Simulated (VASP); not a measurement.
# MgO (P6_3/mmc) in VASP: further runs, part 2 of 2

VASP 6.6.1. The steps go on from the part before.

## (5) Single point, PBE (volume 10.471 Å^3 an atom, c/a of the conventional cell 1.2632)

INCAR reads:

```
PREC     = Accurate       # precision mode
ENCUT    = 520            # plane-wave cutoff, eV
EDIFF    = 1E-7           # SCF threshold, eV
ISMEAR   = 0              # smearing method
SIGMA    = 0.05           # smearing width, eV
LREAL    = F              # projectors in reciprocal space
LASPH    = T              # aspherical terms in the spheres
NELM     = 80             # most SCF steps
ALGO     = Normal         # electronic algorithm
ISIF     = 2              # what is computed and relaxed
LWAVE    = F              # write WAVECAR
LCHARG   = T              # write CHGCAR
GGA      = PE             # functional
LELF     = T              # ELF
LVHAR    = T            
NBANDS   = 16             # bands
```

KPOINTS reads:

```
regular mesh
0
Gamma
  9 9 6
```

POSCAR reads:

```
MgO
1.0
    3.3704027521      0.0000000000      0.0000000000
   -1.6852013761      2.9188544043      0.0000000000
    0.0000000000      0.0000000000      4.2574927564
Mg O
2 2
Direct
    0.6666666667      0.3333333333      0.7500000000
    0.3333333333      0.6666666667      0.2500000000
    0.6666666667      0.3333333333      0.2500000000
    0.3333333333      0.6666666667      0.7500000000
```

Potentials or basis: VASP PAW PBE potentials, release 64 (Mg, O).

The run is started by

```sh
> cat potpaw_PBE.64/Mg/POTCAR potpaw_PBE.64/O/POTCAR > POTCAR
> mpirun -np 1 vasp_std > vasp.out
```

OUTCAR:

```text
PREC = Accurate
   ENCUT = 520
   EDIFF = 1E-7
   ISMEAR = 0
   LREAL = F
   LASPH = T
   NELM = 80
   ISIF = 2
   GGA = PE

 ion  position               nearest neighbor table
   1  0.667  0.333  0.750-   4 1.95   4 1.95   4 1.95   3 2.13   3 2.13   2 2.88   2 2.88   2 2.88
                             2 2.88   2 2.88   2 2.88
   2  0.333  0.667  0.250-   3 1.95   3 1.95   3 1.95   4 2.13   4 2.13   1 2.88   1 2.88   1 2.88
                             1 2.88   1 2.88   1 2.88
   3  0.667  0.333  0.250-   2 1.95   2 1.95   2 1.95   1 2.13   1 2.13
   4  0.333  0.667  0.750-   1 1.95   1 1.95   1 1.95   2 2.13   2 2.13

  LATTYP: Found a hexagonal cell.
 ALAT       =     3.3704027521
 C/A-ratio  =     1.2632000000

  Lattice vectors:

 A1 = (   3.3704027521,   0.0000000000,   0.0000000000)
 A2 = (  -1.6852013761,   2.9188544043,   0.0000000000)
 A3 = (   0.0000000000,   0.0000000000,   4.2574927564)

Analysis of symmetry for initial positions (statically):
=====================================================================
 Subroutine PRICEL returns:
 Original cell was already a primitive cell.

 Routine SETGRP: Setting up the symmetry group for a
 hexagonal supercell.

 Subroutine GETGRP returns: Found 24 space group operations
 (whereof 12 operations were pure point group operations)
 out of a pool of 24 trial point group operations.

The static configuration has the point symmetry D_3d.
 The point group associated with its full space group is D_6h.

Analysis of symmetry for dynamics (positions and initial velocities):
=====================================================================
 Subroutine PRICEL returns:
 Original cell was already a primitive cell.

 Routine SETGRP: Setting up the symmetry group for a
 hexagonal supercell.

 Subroutine GETGRP returns: Found 24 space group operations
 (whereof 12 operations were pure point group operations)
 out of a pool of 24 trial point group operations.

The dynamic configuration has the point symmetry D_3d.
 The point group associated with its full space group is D_6h.

 Subroutine INISYM returns: Found 24 space group operations
 (whereof 12 operations are pure point group operations),
 and found     1 'primitive' translations

----------------------------------------------------------------------------------------

                                     Primitive cell

  volume of cell :      41.8840

  direct lattice vectors                    reciprocal lattice vectors
     3.370402752  0.000000000  0.000000000     0.296700446  0.171300082  0.000000000
    -1.685201376  2.918854404  0.000000000     0.000000000  0.342600165  0.000000000
     0.000000000  0.000000000  4.257492756     0.000000000  0.000000000  0.234880024

  length of vectors
     3.370402752  3.370402752  4.257492756     0.342600165  0.342600165  0.234880024

  position of ions in fractional coordinates (direct lattice)
     0.666666667  0.333333333  0.750000000
     0.333333333  0.666666667  0.250000000
     0.666666667  0.333333333  0.250000000
     0.333333333  0.666666667  0.750000000

  ion indices of the primitive-cell ions
   primitive index   ion index
                 1           1
                 2           2
                 3           3
[... 21 lines left out ...]
     0.000000000  0.000000000  0.000000000

 Subroutine IBZKPT returns following result:
 ===========================================

 Found     48 irreducible k-points:

 Following reciprocal coordinates:
            Coordinates               Weight
  0.000000  0.000000  0.000000      1.000000
  0.111111 -0.000000  0.000000      6.000000
  0.222222  0.000000  0.000000      6.000000
  0.333333  0.000000  0.000000      6.000000
  0.444444  0.000000  0.000000      6.000000
  0.111111  0.111111  0.000000      6.000000
[... 16 lines left out ...]
  0.333333  0.222222  0.166667     24.000000
  0.333333  0.333333  0.166667      4.000000
 [... further k-points ...]
   k-points           NKPTS =     48   k-points in BZ     NKDIM =     48   number of bands    NBANDS=     16
   number of dos      NEDOS =    301   number of ions     NIONS =      4
   total plane-waves  NPLWV =  25088
   dimension x,y,z NGX =    28 NGY =   28 NGZ =   32
   dimension x,y,z NGXF=    56 NGYF=   56 NGZF=   64
   ions per type =               2   2
   NGX,Y,Z   is equivalent  to a cutoff of  13.81, 13.81, 12.50 a.u.
   NGXF,Y,Z  is equivalent  to a cutoff of  27.62, 27.62, 24.99 a.u.
 SYSTEM =  unknown system
   PREC   = accura    normal or accurate (medium, high low for compatibility)
   ISTART =      0    job   : 0-new  1-cont  2-samecut
   ICHARG =      2    charge: 1-file 2-atom 10-const
   ISPIN  =      1    spin polarized calculation?
   LNONCOLLINEAR =      F non collinear calculations
   LSORBIT =      F    spin-orbit coupling
   LASPH  =      T    aspherical Exc in radial PAW
   ENCUT  =  520.0 eV  38.22 Ry    6.18 a.u.   6.27  6.27  7.92*2*pi/ulx,y,z
   NELM   =     80;   NELMIN=  2; NELMDL= -5     # of ELM steps
   EDIFF  = 0.1E-06   stopping-criterion for ELM
   LREAL  =      F    real-space projection
   EDIFFG = 0.1E-05   stopping-criterion for IOM
   NSW    =      0    number of steps for IOM
   IBRION =     -1    ionic relax: 0-MD 1-quasi-New 2-CG
   NFREE  =      0    steps in history (QN), initial steepest desc. (CG)
   ISIF   =      2    stress and relaxation
   ISYM   =      2    0-nonsym 1-usesym 2-fastsym
   POTIM  = 0.5000    time-step for ionic-motion
   TEBEG  =    0.0;   TEEND  =   0.0 temperature during run
   PSTRESS=    0.0 pullay stress
   NELECT =      16.0000    total number of electrons
   NUPDOWN=      -1.0000    fix difference up-down
   EMIN   =  10.00;   EMAX   =-10.00  energy-range for DOS
   EFERMI =   0.00;   METHOD = LEGACY
   ISMEAR =     0;   SIGMA  =   0.05  broadening in eV -4-tet -1-fermi 0-gaus
   EFERMI_NEDOS =   21; number of points for ismear=-14 and -15
   IALGO  =     38    algorithm
   IMIX   =      4    mixing-type and parameters
     AMIX     =   0.40;   BMIX     =  1.00
     AMIX_MAG =   1.60;   BMIX_MAG =  1.00
  volume/ion in A,a.u.               =      10.47        70.66
  Fermi-wavevector in a.u.,A,eV,Ry     =   1.187861  2.244731 19.197992  1.411013
  Thomas-Fermi vector in A             =   2.324003
   LORBIT       =      0    0 simple, 1 ext, 2 COOP (PROOUT), +10 PAW based schemes
   GGA     = PE    functional components
   LHFCALC =     F    Hartree Fock is set to
   AEXX    =    0.0000 exact exchange contribution
   IVDW    =     0    specifies the selected vdW correction
   LEPSILON=     F    determine dielectric tensor
   LRPA    =     F    only Hartree local field effects (RPA)
 non-spin polarized calculation
 Gauss-broadening in eV      SIGMA  =   0.05
  energy-cutoff  :      520.00
  volume of cell :       41.88
 maximum number of plane-waves:      1144
 NGX is ok and might be reduce to    28
   NGX = 13   NGY = 13   NGZ = 15

 number of electron      15.9999999 magnetization

 Free energy of the ion-electron system (eV)
  ---------------------------------------------------
  ext. energy  EPLUGINS =         0.00000000
  ---------------------------------------------------
  free energy    TOTEN  =       -23.51191093 eV

  energy without entropy =      -23.51191093  energy(sigma->0) =      -23.51191093

 E-fermi :   2.6581     XC(G=0): -10.3046

 val. band max:        2.4113063265   @ k =   0.0000   0.0000   0.0000
 cond. band min:       6.0570278234   @ k =   0.0000   0.0000   0.0000
 fundamental gap:      3.6457214969
 Fermi energy:         2.6580857164

 k-point     1 :       0.0000    0.0000    0.0000
  band No.  band energies     occupation
      1     -14.8005      2.00000
      2     -13.3688      2.00000
      3      -1.5783      2.00000
      4       0.6032      2.00000
      5       0.6032      2.00000
      6       1.4237      2.00000
[... 433 lines left out ...]
      3      -1.3038      2.00000
      4      -0.5725      2.00000
      5      -0.5725      2.00000
      6       0.9521      2.00000
[... 8 lines left out ...]
     15      16.4077      0.00000
     16      19.6934      0.00000

 [... further k-points ...]
[... 5 lines left out ...]
  --------------------------------------------------------------------------------------
  -------------------------------------------------------------------------------------
  Total        4.0889828      4.0889828      1.3711339     -0.0000000     -0.0000000     -0.0000000
  in kB      156.4147533    156.4147533     52.4496163     -0.0000000     -0.0000000     -0.0000000
  external PRESSURE =     121.7597076 kB  Pullay stress =       0.0000000 kB

 VOLUME and BASIS-vectors are now :
 -----------------------------------------------------------------------------
  energy-cutoff  :      520.00
  volume of cell :       41.88
      direct lattice vectors                 reciprocal lattice vectors
     3.370402752  0.000000000  0.000000000     0.296700446  0.171300082  0.000000000
    -1.685201376  2.918854404  0.000000000     0.000000000  0.342600165  0.000000000
     0.000000000  0.000000000  4.257492756     0.000000000  0.000000000  0.234880024

 POSITION                                       TOTAL-FORCE (eV/Angst)
 -----------------------------------------------------------------------------------
      1.68520      0.97295      3.19312        -0.000000     -0.000000      0.000000
     -0.00000      1.94590      1.06437         0.000000     -0.000000      0.000000
      1.68520      0.97295      1.06437         0.000000      0.000000      0.000000
     -0.00000      1.94590      3.19312         0.000000     -0.000000      0.000000
 -----------------------------------------------------------------------------------
    total drift:                                0.000000     -0.000000      0.000000

  FREE ENERGIE OF THE ION-ELECTRON SYSTEM (eV)
  ---------------------------------------------------
  free  energy   TOTEN  =       -23.5119109253 eV

  energy  without entropy=      -23.5119109253  energy(sigma->0) =      -23.51191093
```

Run time: 14 s. Hardware: 1 thread of Intel Xeon 6975P-C (Granite Rapids), shared host; peak memory 0.17 GiB.

What came out:

* Free energy: -23.5119 eV
* Pressure: 12.2 GPa
* Band gap on the k mesh: 3.65 eV, direct

Levels at points of the mesh, in eV from the valence-band top:
| k point | band 6 | band 7 | band 8 | band 9 | band 10 | band 11 |
| --- | --- | --- | --- | --- | --- | --- |
| (0.00, 0.00, 0.00) | -0.99 | -0.99 | 0.00 | 3.65 | 9.69 | 12.14 |
| (0.00, 0.00, 0.50) | -1.42 | -1.42 | -1.42 | 6.66 | 6.66 | 13.57 |

## (6) Single point, PBE (volume 10.471 Å^3 an atom, c/a of the conventional cell 1.2234)

INCAR reads:

```
SYSTEM = MgO
PREC = Accurate
ENCUT = 520
EDIFF = 1E-6
ISMEAR = 0
SIGMA = 0.05
LREAL = .FALSE.
LASPH = .TRUE.
NELM = 80
ALGO = Normal
ISIF = 2
LWAVE = .FALSE.
LCHARG = .FALSE.
GGA = PE
NBANDS = 16
```

KPOINTS reads:

```
Automatic mesh
0
G
  9 9 6
  0 0 0
```

POSCAR reads:

```
MgO
1.0
    3.4065623930      0.0000000000      0.0000000000
   -1.7032811965      2.9501695719      0.0000000000
    0.0000000000      0.0000000000      4.1675884316
Mg O
2 2
Direct
    0.6666666667      0.3333333333      0.7500000000
    0.3333333333      0.6666666667      0.2500000000
    0.6666666667      0.3333333333      0.2500000000
    0.3333333333      0.6666666667      0.7500000000
```

Potentials or basis: VASP PAW PBE potentials, release 64 (Mg, O).

The run is started by

```sh
> cat potpaw_PBE.64/Mg/POTCAR potpaw_PBE.64/O/POTCAR > POTCAR
> mpirun -np 1 vasp_std > vasp.out
```

It took 14 s on 1 thread of Intel Xeon 6975P-C (Granite Rapids), shared host; peak memory 0.17 GiB.

It converged, with:

| Item | Value |
| --- | --- |
| Free energy | -23.5505 eV |
| Pressure | 11.7 GPa |
| Band gap on the k mesh | 3.67 eV, direct |

Stress tensor (GPa, compression positive):
```
12.79  0.00  0.00
 0.00 12.79  0.00
 0.00  0.00  9.45
```

Levels at points of the mesh, in eV from the valence-band top:
| k point | band 4 | band 5 | band 6 | band 7 | band 8 | band 9 | band 10 | band 11 | band 12 | band 13 |
| --- | --- | --- | --- | --- | --- | --- | --- | --- | --- | --- |
| (0.00, 0.00, 0.00) | -1.83 | -1.83 | -0.92 | -0.92 | 0.00 | 3.67 | 9.80 | 12.45 | 13.00 | 13.00 |
| (0.00, 0.00, 0.50) | -2.54 | -1.39 | -1.39 | -1.39 | -1.39 | 6.71 | 6.71 | 13.36 | 13.36 | 13.36 |

## (7) Overview

| cell | gap on the mesh (eV) | pressure (GPa) |
| --- | --- | --- |
| a = 3.518, b = 3.518, c = 3.909 Å, angles 90.0, 90.0, 120.0°, 4 atoms | 3.75 | 14.4 |
| a = 3.335, b = 3.335, c = 4.350 Å, angles 90.0, 90.0, 120.0°, 4 atoms | 3.62 | 13.2 |
| a = 3.480, b = 3.480, c = 3.993 Å, angles 90.0, 90.0, 120.0°, 4 atoms | 3.73 | 12.8 |
| a = 3.370, b = 3.370, c = 4.257 Å, angles 90.0, 90.0, 120.0°, 4 atoms | 3.65 | 12.2 |
| a = 3.407, b = 3.407, c = 4.168 Å, angles 90.0, 90.0, 120.0°, 4 atoms | 3.67 | 11.7 |

Alike in all rows: task single point; level PBE; potentials or basis VASP PAW PBE potentials, release 64 (Mg, O); no spin polarisation; k mesh 9 × 9 × 6; cutoff (eV) 520; smearing gaussian 0.05 eV.

Absolute energies hang on the potentials; compare differences alone.
